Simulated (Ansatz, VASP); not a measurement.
## PbS in VASP and in Ansatz

```xyz
2
Lattice="0.0000 2.9650 2.9650 2.9650 0.0000 2.9650 2.9650 2.9650 0.0000" Properties=species:S:1:pos:R:3 pbc="T T T"
Pb    2.9650    2.9650    2.9650
S     0.0000    0.0000    0.0000
```

Alike in both runs: task single point; functional PBE; k mesh 6 × 6 × 6; occupations gaussian, width 0.1 eV; no spin polarisation.

|  | VASP | Ansatz |
| --- | --- | --- |
| version | VASP 6.6.1 | Ansatz 0.2.0 |
| potentials or method | VASP PAW PBE potentials, release 64 (Pb_d, S), cutoff 520 eV | scalar-relativistic, plane waves, PAW |
| valence electrons in the cell | 20 | 20 |

```csv
,VASP,Ansatz,Ansatz less VASP
gap on the k mesh at the Fermi level (eV),0.36,0.36,-0.007
least direct gap on the mesh (eV),0.36,0.36,-0.007
pressure (GPa),2.2,2.3,+0.07
```

Spin-orbit coupling is off throughout.
